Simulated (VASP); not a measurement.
# BaB (Cmcm) in VASP: single point with PBE

Aim: the single point of BaB with PBE.

All numbers are computed with VASP 6.6.1; they aren't measurements. Logs are shortened: lines on timing, memory, paths and dates and some standing lists are left out, and cuts for length are marked.

## Step 1: The cell of the first run

It takes space group Cmcm (No. 63, orthorhombic). Conventional cell: a = 4.707 Å, b = 11.206 Å, c = 3.821 Å, α = 90.00°, β = 90.00°, γ = 90.00°. Within 3.4 Å of B (site symmetry m2m) lie 2 B at 2.31 Å and 7 Ba at 3.17 to 3.36 Å. Within 4.2 Å of Ba (site symmetry m2m) lie 7 B at 3.17 to 3.36 Å and 8 Ba at 3.71 to 3.88 Å.

## Step 2: Single point, PBE

POSCAR

```
BaB
1.0
    4.7068610000      0.0000000000      0.0000000000
    2.3534300000     -5.6028850000      0.0000000000
    0.0000000000      0.0000000000     -3.8208190000
B Ba
2 2
Direct
    0.5580000000      0.8840000000      0.2500000000
    0.4420000000      0.1160000000      0.7500000000
    0.8580000000      0.2840000000      0.2500000000
    0.1420000000      0.7160000000      0.7500000000
```

INCAR.step1

```
ALGO = Normal
EDIFF = 1E-6
ENCUT = 520
GGA = PE
ISIF = 2
ISMEAR = 0
LASPH = True
LCHARG = True
LREAL = False
LWAVE = False
NBANDS = 21
NELM = 80
PREC = Accurate
SIGMA = 0.0273
```

KPOINTS.step1

```
k-points
0
Gamma
  8 8 9
```

INCAR.step2

```
ALGO = Normal
EDIFF = 1E-6
ENCUT = 520
GGA = PE
ICHARG = 11
ISIF = 2
ISMEAR = -5
LASPH = True
LCHARG = False
LORBIT = 11
LREAL = False
LWAVE = False
NEDOS = 2001
NELM = 80
PREC = Accurate
SIGMA = 0.0273
```

KPOINTS.step2

```
k-points
0
Gamma
  12 12 14
```

Potentials or basis: VASP PAW PBE potentials, release 64 (B, Ba_sv).

Started as:

```sh
$ cat potpaw_PBE.64/B/POTCAR potpaw_PBE.64/Ba_sv/POTCAR > POTCAR
$ cp INCAR.step1 INCAR
$ cp KPOINTS.step1 KPOINTS
$ mpirun -np 1 vasp_std > vasp.out
$ cp INCAR.step2 INCAR
$ cp KPOINTS.step2 KPOINTS
$ mpirun -np 1 vasp_std > vasp.out
```

OUTCAR:

```text
EDIFF = 1E-6
   ENCUT = 520
   GGA = PE
   ICHARG = 11
   ISIF = 2
   ISMEAR = -5
   LASPH = True
   LORBIT = 11
   LREAL = False
   NELM = 80
   PREC = Accurate

 ion  position               nearest neighbor table
   1  0.558  0.884  0.250-   4 3.17   4 3.17   4 3.17   4 3.17   3 3.25   3 3.25   3 3.36
   2  0.442  0.116  0.750-   3 3.17   3 3.17   3 3.17   3 3.17   4 3.25   4 3.25   4 3.36
   3  0.858  0.284  0.250-   2 3.17   2 3.17   2 3.17   2 3.17   1 3.25   1 3.25   1 3.36   4 3.71
                             4 3.71   4 3.88   4 3.88   4 3.88   4 3.88
   4  0.142  0.716  0.750-   1 3.17   1 3.17   1 3.17   1 3.17   2 3.25   2 3.25   2 3.36   3 3.71
                             3 3.71   3 3.88   3 3.88   3 3.88   3 3.88

  LATTYP: Found a base centered orthorhombic cell.
 ALAT       =     4.7068610000
 B/A-ratio  =     2.3807310222
 C/A-ratio  =     0.8117552229

  Lattice vectors:

 A1 = (   2.3534310000,   5.6028850000,   0.0000000000)
 A2 = (   2.3534300000,  -5.6028850000,   0.0000000000)
 A3 = (   0.0000000000,   0.0000000000,  -3.8208190000)

Analysis of symmetry for initial positions (statically):
=====================================================================
 Subroutine PRICEL returns:
 Original cell was already a primitive cell.

 Routine SETGRP: Setting up the symmetry group for a
 base centered orthorhombic supercell.

 Subroutine GETGRP returns: Found  8 space group operations
 (whereof  4 operations were pure point group operations)
 out of a pool of  8 trial point group operations.

The static configuration has the point symmetry C_2h.
 The point group associated with its full space group is D_2h.

Analysis of symmetry for dynamics (positions and initial velocities):
=====================================================================
 Subroutine PRICEL returns:
 Original cell was already a primitive cell.

 Routine SETGRP: Setting up the symmetry group for a
 base centered orthorhombic supercell.

 Subroutine GETGRP returns: Found  8 space group operations
 (whereof  4 operations were pure point group operations)
 out of a pool of  8 trial point group operations.

The dynamic configuration has the point symmetry C_2h.
 The point group associated with its full space group is D_2h.

 Subroutine INISYM returns: Found  8 space group operations
 (whereof  4 operations are pure point group operations),
 and found     1 'primitive' translations

----------------------------------------------------------------------------------------

                                     Primitive cell

  volume of cell :     100.7626

  direct lattice vectors                    reciprocal lattice vectors
     4.706861000  0.000000000  0.000000000     0.212455817  0.089239721  0.000000000
     2.353430000 -5.602885000  0.000000000     0.000000000 -0.178479480  0.000000000
     0.000000000  0.000000000 -3.820819000     0.000000000  0.000000000 -0.261723992

  length of vectors
     4.706861000  6.077084259  3.820819000     0.230436981  0.178479480  0.261723992

  position of ions in fractional coordinates (direct lattice)
     0.558000000  0.884000000  0.250000000
     0.442000000  0.116000000  0.750000000
     0.858000000  0.284000000  0.250000000
     0.142000000  0.716000000  0.750000000

  ion indices of the primitive-cell ions
   primitive index   ion index
                 1           1
                 2           2
                 3           3
                 4           4

----------------------------------------------------------------------------------------

 KPOINTS: k-points

Automatic generation of k-mesh.
 Grid dimensions read from file:
 generate k-points for:   12   12   14

 Generating k-lattice:

  Cartesian coordinates                     Fractional coordinates (reciprocal lattice)
     0.017704651  0.007436643  0.000000000     0.083333333  0.000000000  0.000000000
     0.000000000 -0.014873290  0.000000000     0.000000000  0.083333333  0.000000000
     0.000000000  0.000000000 -0.018694571     0.000000000  0.000000000  0.071428571

  Length of vectors
     0.019203082  0.014873290  0.018694571

  Shift w.r.t. Gamma in fractional coordinates (k-lattice)
     0.000000000  0.000000000  0.000000000

 TETIRR: Found   5124 inequivalent tetrahedra from    12096

 Subroutine IBZKPT returns following result:
 ===========================================

 Found    344 irreducible k-points:

 Following reciprocal coordinates:
            Coordinates               Weight
  0.000000  0.000000  0.000000      1.000000
  0.083333 -0.000000  0.000000      4.000000
  0.166667  0.000000  0.000000      4.000000
  0.250000  0.000000  0.000000      4.000000
  0.333333 -0.000000  0.000000      4.000000
  0.416667 -0.000000  0.000000      4.000000
[... 16 lines left out ...]
 -0.416667  0.166667  0.000000      4.000000
 -0.333333  0.166667  0.000000      4.000000
 [... further k-points ...]
   k-points           NKPTS =    344   k-points in BZ     NKDIM =    344   number of bands    NBANDS=     17
   number of dos      NEDOS =   2001   number of ions     NIONS =      4
   total plane-waves  NPLWV =  48384
   dimension x,y,z NGX =    36 NGY =   48 NGZ =   28
   dimension x,y,z NGXF=    72 NGYF=   96 NGZF=   56
   ions per type =               2   2
   NGX,Y,Z   is equivalent  to a cutoff of  12.72, 13.13, 12.18 a.u.
   NGXF,Y,Z  is equivalent  to a cutoff of  25.43, 26.26, 24.37 a.u.
 SYSTEM =  unknown system
   PREC   = accura    normal or accurate (medium, high low for compatibility)
   ISTART =      0    job   : 0-new  1-cont  2-samecut
   ICHARG =     11    charge: 1-file 2-atom 10-const
   ISPIN  =      1    spin polarized calculation?
   LNONCOLLINEAR =      F non collinear calculations
   LSORBIT =      F    spin-orbit coupling
   LASPH  =      T    aspherical Exc in radial PAW
   ENCUT  =  520.0 eV  38.22 Ry    6.18 a.u.   8.75 11.30  7.10*2*pi/ulx,y,z
   NELM   =     80;   NELMIN=  2; NELMDL=  0     # of ELM steps
   EDIFF  = 0.1E-05   stopping-criterion for ELM
   LREAL  =      F    real-space projection
[... 7 lines left out ...]
   TEBEG  =    0.0;   TEEND  =   0.0 temperature during run
   PSTRESS=    0.0 pullay stress
   NELECT =      26.0000    total number of electrons
   NUPDOWN=      -1.0000    fix difference up-down
   EMIN   =  10.00;   EMAX   =-10.00  energy-range for DOS
   EFERMI =   0.00;   METHOD = LEGACY
   ISMEAR =    -5;   SIGMA  =   0.03  broadening in eV -4-tet -1-fermi 0-gaus
   EFERMI_NEDOS =   21; number of points for ismear=-14 and -15
   IALGO  =     38    algorithm
   IMIX   =      4    mixing-type and parameters
     AMIX     =   0.40;   BMIX     =  1.00
     AMIX_MAG =   1.60;   BMIX_MAG =  1.00
  volume/ion in A,a.u.               =      25.19       169.99
  Fermi-wavevector in a.u.,A,eV,Ry     =   1.042236  1.969541 14.779410  1.086256
  Thomas-Fermi vector in A             =   2.176892
   LORBIT       =     11    0 simple, 1 ext, 2 COOP (PROOUT), +10 PAW based schemes
   GGA     = PE    functional components
   LHFCALC =     F    Hartree Fock is set to
   AEXX    =    0.0000 exact exchange contribution
   IVDW    =     0    specifies the selected vdW correction
   LEPSILON=     F    determine dielectric tensor
   LRPA    =     F    only Hartree local field effects (RPA)
 non-spin polarized calculation
 Fermi weights with tetrahedron method with Bloechl corrections
  energy-cutoff  :      520.00
  volume of cell :      100.76
 maximum number of plane-waves:      2744

 number of electron      26.0000001 magnetization

 Free energy of the ion-electron system (eV)
  ---------------------------------------------------
  ext. energy  EPLUGINS =         0.00000000
  ---------------------------------------------------
  free energy    TOTEN  =       -14.08544000 eV

  energy without entropy =      -14.08544000  energy(sigma->0) =      -14.08544000

 E-fermi :   3.0703     XC(G=0):  -9.3121

 val. band max:        3.1173681464   @ k =   0.5000   0.2500   0.2143
 cond. band min:       3.0383592206   @ k =  -0.4167   0.2500   0.1429
 fundamental gap:     -0.0790089258
 Fermi energy:         3.0703096818

 k-point     1 :       0.0000    0.0000    0.0000
  band No.  band energies     occupation
      1     -24.8972      2.00000
      2     -24.6197      2.00000
      3     -10.8109      2.00000
      4     -10.0795      2.00000
      5      -9.8897      2.00000
      6      -9.7590      2.00000
[... 9 lines left out ...]
     16       5.3407      0.00000
     17       6.2828      0.00000

 k-point     2 :       0.0833   -0.0000    0.0000
  band No.  band energies     occupation
      1     -24.8928      2.00000
      2     -24.6231      2.00000
      3     -10.8021      2.00000
      4     -10.1072      2.00000
      5      -9.8820      2.00000
      6      -9.7818      2.00000
[... 9 lines left out ...]
     16       5.3142      0.00000
     17       6.2111      0.00000

 k-point     3 :       0.1667    0.0000    0.0000
  band No.  band energies     occupation
      1     -24.8804      2.00000
      2     -24.6329      2.00000
      3     -10.7801      2.00000
      4     -10.1834      2.00000
      5      -9.8599      2.00000
      6      -9.8322      2.00000
[... 9 lines left out ...]
     16       5.1767      0.00000
     17       6.0814      0.00000

 k-point     4 :       0.2500    0.0000    0.0000
  band No.  band energies     occupation
      1     -24.8617      2.00000
      2     -24.6482      2.00000
      3     -10.7560      2.00000
      4     -10.2906      2.00000
      5      -9.8703      2.00000
      6      -9.8264      2.00000
[... 9 lines left out ...]
     16       5.0531      0.00000
     17       5.9477      0.00000

 k-point     5 :       0.3333   -0.0000    0.0000
  band No.  band energies     occupation
      1     -24.8396      2.00000
      2     -24.6667      2.00000
      3     -10.7392      2.00000
      4     -10.4013      2.00000
      5      -9.8715      2.00000
      6      -9.7872      2.00000
[... 9 lines left out ...]
     16       5.3467      0.00000
     17       5.7695      0.00000

 k-point     6 :       0.4167   -0.0000    0.0000
  band No.  band energies     occupation
      1     -24.8198      2.00000
      2     -24.6839      2.00000
      3     -10.7308      2.00000
      4     -10.4846      2.00000
      5      -9.8462      2.00000
      6      -9.7518      2.00000
[... 9 lines left out ...]
     16       5.6367      0.00000
     17       5.7562      0.00000
[... 281 lines left out ...]
 k-point    21 :       0.4167    0.1667    0.0000
  band No.  band energies     occupation
      1     -24.8312      2.00000
      2     -24.6720      2.00000
      3     -10.7954      2.00000
      4     -10.3173      2.00000
      5     -10.0317      2.00000
      6      -9.7714      2.00000
[... 9 lines left out ...]
     16       5.6271      0.00000
     17       5.8911      0.00000

 k-point    22 :       0.5000    0.1667    0.0000
  band No.  band energies     occupation
      1     -24.8111      2.00000
      2     -24.6917      2.00000
      3     -10.7935      2.00000
      4     -10.3605      2.00000
      5      -9.9847      2.00000
      6      -9.7363      2.00000
[... 9 lines left out ...]
     16       5.8119      0.00000
     17       5.9984      0.00000

 k-point    23 :      -0.4167    0.1667    0.0000
  band No.  band energies     occupation
      1     -24.7998      2.00000
      2     -24.7046      2.00000
      3     -10.7677      2.00000
      4     -10.3862      2.00000
      5      -9.9148      2.00000
      6      -9.7172      2.00000
[... 9 lines left out ...]
     16       5.8511      0.00000
     17       5.8900      0.00000

 k-point    24 :      -0.3333    0.1667    0.0000
  band No.  band energies     occupation
      1     -24.8065      2.00000
      2     -24.7011      2.00000
      3     -10.7201      2.00000
      4     -10.3875      2.00000
      5      -9.8489      2.00000
      6      -9.7303      2.00000
[... 9 lines left out ...]
     16       5.5097      0.00000
     17       5.9819      0.00000

 [... further k-points ...]
[... 5 lines left out ...]
  --------------------------------------------------------------------------------------
  -------------------------------------------------------------------------------------
  Total       -1.8078651     -2.0375233     -2.3548971     -0.0000002     -0.0000000      0.0000000
  in kB      -28.7459757    -32.3976579    -37.4440630     -0.0000029     -0.0000000      0.0000000
  external PRESSURE =     -32.8625655 kB  Pullay stress =       0.0000000 kB

 VOLUME and BASIS-vectors are now :
 -----------------------------------------------------------------------------
  energy-cutoff  :      520.00
  volume of cell :      100.76
      direct lattice vectors                 reciprocal lattice vectors
     4.706861000  0.000000000  0.000000000     0.212455817  0.089239721  0.000000000
     2.353430000 -5.602885000  0.000000000     0.000000000 -0.178479480  0.000000000
     0.000000000  0.000000000 -3.820819000     0.000000000  0.000000000 -0.261723992

 POSITION                                       TOTAL-FORCE (eV/Angst)
 -----------------------------------------------------------------------------------
      4.70686     -4.95295     -0.95520        -0.000000     -2.189003     -0.000000
      2.35343     -0.64993     -2.86561         0.000000      2.189003      0.000000
      4.70686     -1.59122     -0.95520         0.000000      0.018072     -0.000000
      2.35343     -4.01167     -2.86561        -0.000000     -0.018072      0.000000
 -----------------------------------------------------------------------------------
    total drift:                                0.000000     -0.000000     -0.000000

  FREE ENERGIE OF THE ION-ELECTRON SYSTEM (eV)
  ---------------------------------------------------
  free  energy   TOTEN  =       -14.0854399995 eV

  energy  without entropy=      -14.0854399995  energy(sigma->0) =      -14.08544000

 total charge

# of ion       s       p       d       tot
------------------------------------------
    1        0.709   0.781   0.000   1.490
    2        0.709   0.781   0.000   1.490
    3        2.041   5.545   0.452   8.038
    4        2.041   5.545   0.452   8.038
--------------------------------------------------
tot          5.501  12.652   0.903  19.057
```

It used 350 s of CPU time on 1 thread of Intel(R) Xeon(R) Platinum 8488C (Sapphire Rapids) (shared host).

What came out:

* Valence electrons inside the program's atomic spheres: B 1.49; Ba 8.04

Levels at points of the mesh, in eV from the Fermi level:
```csv
k point,band 10,band 11,band 12,band 13,band 14,band 15,band 16,band 17
"(0.00, 0.00, 0.00)",-3.70,-0.82,-0.42,-0.15,0.03,2.26,2.27,3.21
"(0.50, 0.00, 0.00)",-2.67,-1.62,-0.80,-0.52,0.15,1.83,2.52,2.89
"(0.00, 0.50, 0.00)",-3.66,-0.86,-0.49,-0.14,0.06,0.85,2.73,2.78
"(0.00, 0.00, 0.50)",-5.09,-1.06,-1.06,-1.01,-1.01,1.04,1.04,4.43
"(0.50, 0.00, 0.50)",-5.38,-1.12,-1.12,-0.11,-0.11,1.69,1.69,4.68
"(0.00, 0.50, 0.50)",-5.01,-1.17,-1.17,-0.42,-0.42,1.49,1.49,2.39
```

Caveat: spin-orbit coupling is left out, which moves the levels of the heavy elements; tetrahedron occupations give inexact forces and stress in metals.
